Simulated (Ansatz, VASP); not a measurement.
Ni3Ge in VASP and in Ansatz

```xyz
4
Lattice="3.5137 0.0000 0.0000 0.0000 3.5137 0.0000 0.0000 0.0000 3.5137" Properties=species:S:1:pos:R:3 pbc="T T T"
Ni    1.7568    0.0000    1.7568
Ni    0.0000    1.7568    1.7568
Ni    1.7568    1.7568    0.0000
Ge    0.0000    0.0000    0.0000
```

Alike in both runs: task single point; functional LDA; k mesh 12 × 12 × 12; occupations fermi-dirac, width 0.15 eV; no spin polarisation.

```csv
,VASP,Ansatz
version,VASP 6.6.1,Ansatz 0.2.0
potentials or method,"VASP PAW LDA potentials, release 64 (Ni, Ge_d), cutoff 520 eV","scalar-relativistic, plane waves, PAW"
valence electrons in the cell,44,68
```

Ansatz gave:

```
gap on the k mesh at the Fermi level (eV) : none
pressure (GPa)                            : -4.5
```

Q: Estimate VASP's values.

A: gap on the k mesh at the Fermi level (eV): none; pressure (GPa): -3.9.

LDA's correlation is that of Perdew and Zunger in VASP and of Perdew and Wang (1992) in Ansatz. A gap of «none» marks a metal or a gap that the smearing closes. VASP's potentials hold 44 valence electrons a cell and Ansatz's 68, so a difference there can come from the potentials and not from the codes.
